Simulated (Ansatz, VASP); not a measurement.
SrAlZnC6N6 in VASP and in Ansatz

The input INCAR:

```
SYSTEM = SrAlZnC6N6
PREC = Accurate
ENCUT = 520
EDIFF = 1E-6
ISMEAR = 0
SIGMA = 0.1
LREAL = Auto
LASPH = .True.
NELM = 100
ALGO = Normal
ISIF = 2
LWAVE = .False.
LCHARG = .False.
GGA = PE
NBANDS = 52
```

KPOINTS

```
regular mesh
0
Gamma
  6 6 6
  0 0 0
```

The input POSCAR:

```
SrAlZnC6N6
1.0
    0.0000000000      5.3919822446      5.3919822446
    5.3919822446      0.0000000000      5.3919822446
    5.3919822446      5.3919822446      0.0000000000
Sr Al Zn C N
1 1 1 6 6
Direct
    0.2500000000      0.2500000000      0.2500000000
    0.0000000000      0.0000000000      0.0000000000
    0.5000000000      0.5000000000      0.5000000000
    0.8066478147      0.1933521853      0.1933521853
    0.8066478147      0.1933521853      0.8066478147
    0.8066478147      0.8066478147      0.1933521853
    0.1933521853      0.8066478147      0.8066478147
    0.1933521853      0.8066478147      0.1933521853
    0.1933521853      0.1933521853      0.8066478147
    0.6983127364      0.3016872636      0.3016872636
    0.6983127364      0.3016872636      0.6983127364
    0.6983127364      0.6983127364      0.3016872636
    0.3016872636      0.6983127364      0.6983127364
    0.3016872636      0.6983127364      0.3016872636
    0.3016872636      0.3016872636      0.6983127364
```

Input for Ansatz:

```yaml
crystal:
  lattice:
    - [0.0, 5.3919822446, 5.3919822446]
    - [5.3919822446, 0.0, 5.3919822446]
    - [5.3919822446, 5.3919822446, 0.0]
  atoms:
    - { symbol: Sr, position: [0.25, 0.25, 0.25] }
    - { symbol: Al, position: [0.0, 0.0, 0.0] }
    - { symbol: Zn, position: [0.5, 0.5, 0.5] }
    - { symbol: C, position: [0.8066478147, 0.1933521853, 0.1933521853] }
    - { symbol: C, position: [0.8066478147, 0.1933521853, 0.8066478147] }
    - { symbol: C, position: [0.8066478147, 0.8066478147, 0.1933521853] }
    - { symbol: C, position: [0.1933521853, 0.8066478147, 0.8066478147] }
    - { symbol: C, position: [0.1933521853, 0.8066478147, 0.1933521853] }
    - { symbol: C, position: [0.1933521853, 0.1933521853, 0.8066478147] }
    - { symbol: "N", position: [0.6983127364, 0.3016872636, 0.3016872636] }
    - { symbol: "N", position: [0.6983127364, 0.3016872636, 0.6983127364] }
    - { symbol: "N", position: [0.6983127364, 0.6983127364, 0.3016872636] }
    - { symbol: "N", position: [0.3016872636, 0.6983127364, 0.6983127364] }
    - { symbol: "N", position: [0.3016872636, 0.6983127364, 0.3016872636] }
    - { symbol: "N", position: [0.3016872636, 0.3016872636, 0.6983127364] }
basis:
  ecutwfc: 420
kpoints:
  mp_grid: { grid: [6, 6, 6] }
  band_path:
    path:
      - [[0.0, 0.0, 0.0], [-0.5, -0.5, 0.0], [-0.375, -0.375, 0.25]]
      - [[-0.375, 0.0, 0.375], [0.0, 0.0, 0.0], [0.0, 0.0, 0.5], [-0.5, -0.25, 0.25], [-0.5, -0.5, 0.0]]
    npoints: 10
hamiltonian:
  xc: pbe
scf:
  occupations: { method: gaussian, width: 0.1 }
  n_extra_bands: 37
output:
  forces: true
  stress: true
  eigenvalues: true
  populations: true
  dos: { projected: true, de: 0.02, nscf_kmesh: { grid: [8, 8, 8] } }
  bader: false
  write_density: true
  write_potential: true
  elf: true
  volumetric_format: npy
```

Alike in both runs: task single point; functional PBE; k mesh 6 × 6 × 6; occupations gaussian, width 0.1 eV; no spin polarisation.

```csv
,VASP,Ansatz
version,VASP 6.6.1,Ansatz 0.2.0
potentials or method,"VASP PAW PBE potentials, release 64 (Sr_sv, Al, Zn, C, N), cutoff 520 eV","scalar-relativistic, plane waves, PAW"
valence electrons in the cell,79,79
```

Ansatz gave:

- gap on the k mesh at the Fermi level (eV): none
- pressure (GPa): 0.0
- rms of the force components (eV/Å): 0.000

Problem. What did VASP give for the same quantities?

Solution. gap on the k mesh at the Fermi level (eV): none; pressure (GPa): 0.4; rms of the force components (eV/Å): 0.205.

Atom by atom the forces differ by 0.205 eV/Å (rms over components). A gap of «none» marks a metal or a gap that the smearing closes. One of these differences is far larger than is usual between the two programs; its cause wasn't traced. Ansatz's warnings: xc potential rough in thin density.

Noted on VASP's run: the standard files for N, O and F lose accuracy on very short bonds.
